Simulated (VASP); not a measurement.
Input of a VASP 6.6.1 run:

INCAR

```
  PREC = Accurate
  ENCUT = 520
  EDIFF = 1E-6
  ISMEAR = 0
  SIGMA = 0.15
  LREAL = F
  LASPH = T
  NELM = 60
  ALGO = Fast
  ISIF = 2
  LWAVE = F
  LCHARG = F
  GGA = PE
  IVDW = 12
  NBANDS = 8
```

Contents of KPOINTS:

```
regular mesh
0
Gamma
  22 22 22
```

POSCAR

```
Al
1.0
    0.0000000000      1.8213494805      2.1255148438
    1.8213494805      0.0000000000      2.1255148438
    1.8213494805      1.8213494805      0.0000000000
Al
1
Direct
    0.0000000000      0.0000000000      0.0000000000
```

Potentials or basis: VASP PAW PBE potentials, release 64 (Al).

Launch:

```console
$ cat potpaw_PBE.64/Al/POTCAR > POTCAR
$ mpirun -np 1 vasp_std > vasp.out
```

Question: What does it give for the dispersion energy per atom?

Answer: -0.396 eV.

Question: Estimate the pressure.

Answer: 15.3 GPa.

Stress tensor (GPa, compression positive):
```
21.79  0.00  0.00
 0.00 21.79  0.00
 0.00  0.00  2.22
```

Caveat: the cell stands under pressure.
